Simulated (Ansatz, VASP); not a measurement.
# Te in VASP and in Ansatz

Contents of INCAR:

```
PREC = Accurate
ENCUT = 520
EDIFF = 1E-6
ISMEAR = 0
SIGMA = 0.15
LREAL = False
LASPH = True
NELM = 100
ALGO = Normal
ISIF = 2
LWAVE = False
LCHARG = False
GGA = PS
NBANDS = 9
```

KPOINTS

```
regular mesh
0
Gamma
  15 15 15
```

The input POSCAR:

```
Te
1.0
    2.2636305001      1.3313144930      1.6333060953
   -2.3481781853      1.3313144930      1.7486013125
   -0.0422738426     -2.6626289859      1.6909537039
Te
1
Direct
    0.5000000000      0.5000000000      0.5000000000
```

Input for Ansatz:

```yaml
crystal:
  lattice:
    - [2.2636305001, 1.331314493, 1.6333060953]
    - [-2.3481781853, 1.331314493, 1.7486013125]
    - [-0.0422738426, -2.6626289859, 1.6909537039]
  atoms:
    - { symbol: Te, position: [0.5, 0.5, 0.5] }
basis:
  ecutwfc: 420
kpoints:
  mp_grid: { grid: [15, 15, 15] }
hamiltonian:
  xc: pbesol
scf:
  occupations: { method: gaussian, width: 0.15 }
output:
  forces: true
  stress: true
  eigenvalues: true
```

Change from the starting cell: strain -0.0500 x Voigt [0, 0, 0, 0, 1, 0], atoms carried along.

Alike in both runs: task single point; functional PBEsol; k mesh 15 × 15 × 15; occupations gaussian, width 0.15 eV; no spin polarisation.

|  | VASP | Ansatz |
| --- | --- | --- |
| version | VASP 6.6.1 | Ansatz 0.2.0 |
| potentials or method | VASP PAW PBE potentials, release 64 (Te), cutoff 520 eV | scalar-relativistic, plane waves, PAW |
| valence electrons in the cell | 6 | 16 |

```tsv
	VASP	Ansatz	Ansatz less VASP
gap on the k mesh at the Fermi level (eV)	none	none	-
pressure (GPa)	-0.1	-0.2	-0.04
traceless stress, the component that is largest in VASP (GPa)	1.56	1.55	-0.004
```

VASP's potentials were made for PBE, not for PBEsol. A gap of «none» marks a metal or a gap that the smearing closes. VASP's potentials hold 6 valence electrons a cell and Ansatz's 16, so a difference there can come from the potentials and not from the codes.

Neither program's run includes spin-orbit coupling.
